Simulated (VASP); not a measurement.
AgCl:

```
Ag Cl
1.0
     0.00000    2.80603    2.80603
     2.80603    0.00000    2.80603
     2.80603    2.80603    0.00000
Ag Cl
1 1
Direct
  0.00000 0.00000 0.00000
  0.50000 0.50000 0.50000
```

* Program: VASP 6.6.1
* Task: relaxation of cell and atoms
* Functional: PBEsol
* Potentials or basis: VASP PAW PBE potentials, release 64 (Ag, Cl)
* Cutoff: 600 eV
* k mesh: 8 × 8 × 8
* Occupations: fermi-dirac, width 0.02 eV
* Spin: no spin polarisation

At the start: pressure -4.0 GPa; volume 22.09 Å³/atom.

Task: How do energy, volume and symmetry change on relaxing?

Result: Over 3 steps the energy falls by 26.4 meV/atom and the volume is 20.20 Å³/atom (-8.6 %); space group Fm-3m (No. 225, to 0.05 Å).

The path:
```tsv
step	energy change (eV)	largest force (eV/Å)	pressure (GPa)	volume (Å³)
1	0.0000	0.0000	-4.04	44.19
2	-0.0523	0.0000	-0.45	40.72
3	-0.0528	0.0000	-0.02	40.40
```

Final structure:
```
CELL_PARAMETERS angstrom
0.00000 2.72334 2.72334
2.72334 0.00000 2.72334
2.72334 2.72334 0.00000
ATOMIC_POSITIONS crystal
Ag 0.00000 0.00000 0.00000
Cl 0.50000 0.50000 0.50000
```

Caveat: the PAW data sets were made with another functional, which shifts forces and pressure a little.
